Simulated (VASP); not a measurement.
Write the native input for VASP 6.6.1 that does the following.

```yaml
Task: single point
Functional: PBEsol
Potentials_or_basis: VASP PAW PBE potentials, release 64 (Zr_sv, H)
Cutoff: 520 eV
k_mesh: 13 × 13 × 13
Occupations: methfessel-paxton, width 0.025 eV
Spin: no spin polarisation
Dipole_correction: no
Further_INCAR_settings: ALGO = Normal; EDIFF = 1e-07; NBANDS = 14
```

The structure of ZrH lies in POSCAR:

```
ZrH
1.0
    3.4171450139     -0.0000000149     -0.0000000204
    0.2537634272      3.4077095194     -0.0000000204
   -1.8354542067     -1.7038547394      2.3248369681
Zr H
1 1
Direct
    0.0000000000      0.0000000000      0.0000000000
    0.7500000000      0.2500000000      0.5000000000
```

These files were run (other wordings do the same):

INCAR

```
SYSTEM = ZrH
  ALGO = Normal
  EDIFF = 1E-7
  ENCUT = 520
  GGA = PS
  ISIF = 2
  ISMEAR = 1
  LASPH = .True.
  LCHARG = .True.
  LELF = .True.
  LREAL = .False.
  LVHAR = .True.
  LWAVE = .False.
  NBANDS = 14
  NELM = 100
  PREC = Accurate
  SIGMA = 0.025
```

KPOINTS

```
k-points
0
Gamma
  13 13 13
  0 0 0
```

Potentials or basis: VASP PAW PBE potentials, release 64 (Zr_sv, H).

The run is started by

```sh
$ cat potpaw_PBE.64/Zr_sv/POTCAR potpaw_PBE.64/H/POTCAR > POTCAR
$ mpirun -np 1 vasp_std > vasp.out
```

It gave:

* Pressure: -4.4 GPa
* Band gap on the k mesh: zero (an odd number of electrons rules out a gap without spin polarisation)

Caveat: the cell stands under tension; the PAW data sets were made with another functional, which shifts forces and pressure a little.

Wall time 90 s on 1 thread of Intel(R) Xeon(R) Platinum 8375C CPU @ 2.90GHz (Ice Lake) (shared host), peak memory 0.21 GiB.
